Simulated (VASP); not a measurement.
Input of a VASP 6.6.1 run:

Contents of INCAR:

```
ALGO = Normal
EDIFF = 1E-6
ENCUT = 520
GGA = PE
ISIF = 2
ISMEAR = -1
LASPH = T
LCHARG = F
LREAL = F
LWAVE = F
NBANDS = 10
NELM = 80
PREC = Accurate
SIGMA = 0.05
```

KPOINTS

```
k-points
0
Gamma
  9 9 9
```

Contents of POSCAR:

```
Cs
1.0
   -2.7059462001      2.7059462001      2.7059462001
    2.7059462001     -2.7059462001      2.7059462001
    2.7059462001      2.7059462001     -2.7059462001
Cs
1
Direct
    0.0000000000      0.0000000000      0.0000000000
```

Potentials or basis: VASP PAW PBE potentials, release 64 (Cs_sv).

Command:

```bash
$ cat potpaw_PBE.64/Cs_sv/POTCAR > POTCAR
$ mpirun -np 1 vasp_std > vasp.out
```

Q: What does it give for the pressure?

A: 1.4 GPa.
